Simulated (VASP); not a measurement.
O2: relaxation of the atoms with r2SCAN

O2, in a box:

```xyz
2
Lattice="9.0000 0.0000 0.0000 0.0000 9.5000 0.0000 0.0000 0.0000 10.0000" Properties=species:S:1:pos:R:3 pbc="T T T"
O     4.5000    4.7500    4.3850
O     4.5000    4.7500    5.6150
```

| Item | Value |
| --- | --- |
| Program | VASP 6.6.1 |
| Task | relaxation of the atoms |
| Functional | r2SCAN |
| Potentials or basis | VASP PAW PBE potentials, release 64 (O) |
| Cutoff | 520 eV |
| k mesh | 1 × 1 × 1 |
| Occupations | gaussian, width 0.02 eV |
| Spin | collinear spin, ferromagnetic start |
| Starting moments | [1.0, 1.0] μB |
| Dipole correction | no |
| Further INCAR settings | ALGO = Normal; EDIFF = 1e-07; IBRION = 2; EDIFFG = -0.02; NSW = 60 |

| Quantity | Value |
| --- | --- |
| Energy gained by relaxing | 1.2 meV/atom |
| Ionic steps | 3 |
| Largest force after relaxing | 0.009 eV/Å |
| Gap between the frontier levels | 3.44 eV |
| Net moment | 2.00 μB per cell |
| Site moments | O +0.83 μB |
| Valence electrons inside the program's atomic spheres | O 4.92 |

Forces on the atoms (eV/Å):
```
O    0.000  0.000 -0.009
O    0.000  0.000  0.009
```

The path:
```csv
step,energy change (eV),largest force (eV/Å),pressure (GPa)
1,0.0000,0.5829,-0.06
2,0.1041,4.6418,0.32
3,-0.0024,0.0094,-0.01
```

Final structure:
```
CELL_PARAMETERS angstrom
9.00000 0.00000 0.00000
0.00000 9.50000 0.00000
0.00000 0.00000 10.00000
ATOMIC_POSITIONS crystal
O 0.50000 0.50000 0.43888
O 0.50000 0.50000 0.56112
```

Levels at points of the mesh, in eV from the valence-band top:
Spin up:
| k point | band 3 | band 4 | band 5 | band 6 | band 7 | band 8 | band 9 | band 10 | band 11 |
| --- | --- | --- | --- | --- | --- | --- | --- | --- | --- |
| (0.00, 0.00, 0.00) | -6.60 | -6.60 | -6.41 | 0.00 | 0.00 | 7.48 | 8.80 | 8.98 | 9.20 |
Spin down:
```tsv
k point	band 3	band 4	band 5	band 6	band 7	band 8
(0.00, 0.00, 0.00)	-5.32	-4.10	-4.10	3.44	3.44	7.54
```

Run time: 8.6 min on 1 thread of Intel(R) Xeon(R) 6975P-C (Granite Rapids), with other jobs on the host, peak memory 1.3 GiB.

Caveat: the standard files for N, O and F lose accuracy on very short bonds; the PAW data sets were made with another functional, which shifts forces and pressure a little.
